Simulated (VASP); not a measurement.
Runs of VASP 6.6.1 on Lu. Symmetry: P6_3/mmc, No. 194, hexagonal system. Conventional cell: a = 3.507 Å, b = 3.507 Å, c = 5.477 Å, α = 90.00°, β = 90.00°, γ = 120.00°. Lu (site symmetry -6m2) has 12 Lu at 3.41 to 3.51 Å within 4.5 Å. 

```csv
k mesh,smearing,gap on the mesh (eV),pressure (GPa)
10 × 10 × 6,fermi-dirac 0.03 eV,none,(a)
10 × 10 × 6,methfessel-paxton 0.6 eV,none,0.4
6 × 6 × 4,fermi-dirac 0.1 eV,none,(b)
3 × 3 × 2,fermi-dirac 0.1 eV,none,-0.5
10 × 10 × 6,fermi-dirac 0.1 eV,none,0.3
```

Alike in all rows: task single point; level PBE; potentials or basis VASP PAW PBE potentials, release 64 (Lu); no spin polarisation; cell as given; cutoff (eV) 520.

Estimate the missing entries.

(a) 0.1; (b) 0.0.

Caveats: some runs use coarse meshes; spin-orbit coupling is left out, which moves the levels of the heavy elements; so wide a smearing shifts energies and pressures (at least some runs).

A k mesh can miss the band edges, and the runs leave out spin-orbit coupling on Lu.

A gap of «none» marks levels without a gap at the run's occupations.
